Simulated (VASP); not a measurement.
An input for VASP 6.6.1 (Be):

Contents of INCAR:

```
  PREC = Accurate
  ENCUT = 520
  EDIFF = 1E-6
  ISMEAR = 0
  SIGMA = 0.1
  LREAL = F
  LASPH = T
  NELM = 100
  ALGO = Fast
  ISIF = 2
  LWAVE = F
  LCHARG = F
  GGA = PS
  NBANDS = 10
```

Contents of KPOINTS:

```
Automatic mesh
0
Gamma
  6 6 6
```

POSCAR

```
Be
1.0
    3.5246660438      0.0000000000      0.0000000000
   -1.7623330219      3.0524503338      0.0000000000
    0.0000000000      0.0000000000      2.1557302425
Be
3
Direct
    0.3333318122      0.0000000000      0.3333333333
    0.0000000000      0.3333318122      0.6666666667
    0.6666681878      0.6666681878      0.0000000000
```

Potentials or basis: VASP PAW PBE potentials, release 64 (Be).

Launch:

```bash
$ cat potpaw_PBE.64/Be/POTCAR > POTCAR
$ mpirun -np 1 vasp_std > vasp.out
```

**Question.** What does the program do with it?

**Answer.** The run stopped without a result. It printed:

OUTCAR:

```text
PREC = Accurate
   ENCUT = 520
   EDIFF = 1E-6
   ISMEAR = 0
   LREAL = F
   LASPH = T
   NELM = 100
   ISIF = 2
   GGA = PS

[... 36 lines left out ...]
|     E        R     R  R     R  O     O  R     R     ###     ###     ###     |
|     E        R     R  R     R  O     O  R     R     ###     ###     ###     |
|     EEEEE    RRRRRR   RRRRRR   O     O  RRRRRR       #       #       #      |
|     E        R   R    R   R    O     O  R   R                               |
|     E        R    R   R    R   O     O  R    R      ###     ###     ###     |
|     EEEEEEE  R     R  R     R  OOOOOOO  R     R     ###     ###     ###     |
|                                                                             |
|     PRICELV: current lattice and primitive lattice are incommensurate       |
|     within SYMPREC.                                                         |
|                                                                             |
|       ---->  I REFUSE TO CONTINUE WITH THIS SICK JOB ... BYE!!! <----       |
|                                                                             |
 -----------------------------------------------------------------------------
```

On the terminal:

```text
POSCAR found type information on POSCAR Be
 POSCAR found :  1 types and       3 ions
[... 26 lines left out ...]

1
```
